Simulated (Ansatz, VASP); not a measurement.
W: VASP beside Ansatz

INCAR

```
SYSTEM = W
ALGO = Fast ; EDIFF = 1E-7
ENCUT = 520 ; GGA = PE
ISIF = 2 ; ISMEAR = 0
LASPH = .True. ; LCHARG = .False.
LREAL = .False. ; LWAVE = .False.
NBANDS = 66 ; NELM = 80
PREC = Accurate ; SIGMA = 0.05
```

KPOINTS

```
k-points
0
Gamma
  8 8 8
  0 0 0
```

POSCAR

```
W
1.0
    5.0830000000      0.0000000000      0.0000000000
    0.0000000000      5.0830000000      0.0000000000
    0.0000000000      0.0000000000      5.0830000000
W
8
Direct
    0.0000000000      0.0000000000      0.0000000000
    0.5000000000      0.5000000000      0.5000000000
    0.0000000000      0.5000000000      0.2500000000
    0.0000000000      0.5000000000      0.7500000000
    0.2500000000      0.0000000000      0.5000000000
    0.7500000000      0.0000000000      0.5000000000
    0.5000000000      0.7500000000      0.0000000000
    0.5000000000      0.2500000000      0.0000000000
```

Input for Ansatz:

```yaml
crystal:
  lattice:
    - [5.083, 0.0, 0.0]
    - [0.0, 5.083, 0.0]
    - [0.0, 0.0, 5.083]
  atoms:
    - { symbol: W, position: [0.0, 0.0, 0.0] }
    - { symbol: W, position: [0.5, 0.5, 0.5] }
    - { symbol: W, position: [0.0, 0.5, 0.25] }
    - { symbol: W, position: [0.0, 0.5, 0.75] }
    - { symbol: W, position: [0.25, 0.0, 0.5] }
    - { symbol: W, position: [0.75, 0.0, 0.5] }
    - { symbol: W, position: [0.5, 0.75, 0.0] }
    - { symbol: W, position: [0.5, 0.25, 0.0] }
basis:
  ecutwfc: 500
  fft_grid_basis: typed
kpoints:
  mp_grid: { grid: [8, 8, 8] }
hamiltonian:
  xc: pbe
  pseudopotentials: { kind: paw }
scf:
  occupations: { method: gaussian, width: 0.05 }
output:
  forces: true
  stress: true
  eigenvalues: true
  bader: true
  write_density: true
  volumetric_format: npy
  elf: true
```

Alike in both runs: task single point; functional PBE; k mesh 8 × 8 × 8; occupations gaussian, width 0.05 eV; no spin polarisation.

|  | VASP | Ansatz |
| --- | --- | --- |
| version | VASP 6.6.1 | Ansatz 0.2.0 |
| potentials or method | VASP PAW PBE potentials, release 64 (W_sv), cutoff 520 eV | scalar-relativistic, plane waves, PAW |
| valence electrons in the cell | 112 | 112 |

|  | VASP | Ansatz | Ansatz less VASP |
| --- | --- | --- | --- |
| gap on the k mesh at the Fermi level (eV) | none | none | - |
| pressure (GPa) | -0.2 | -0.8 | -0.57 |

A gap of «none» marks a metal or a gap that the smearing closes. The functional is the same, so the differences come from potentials, cutoffs and numerics.

Spin-orbit coupling is off throughout.
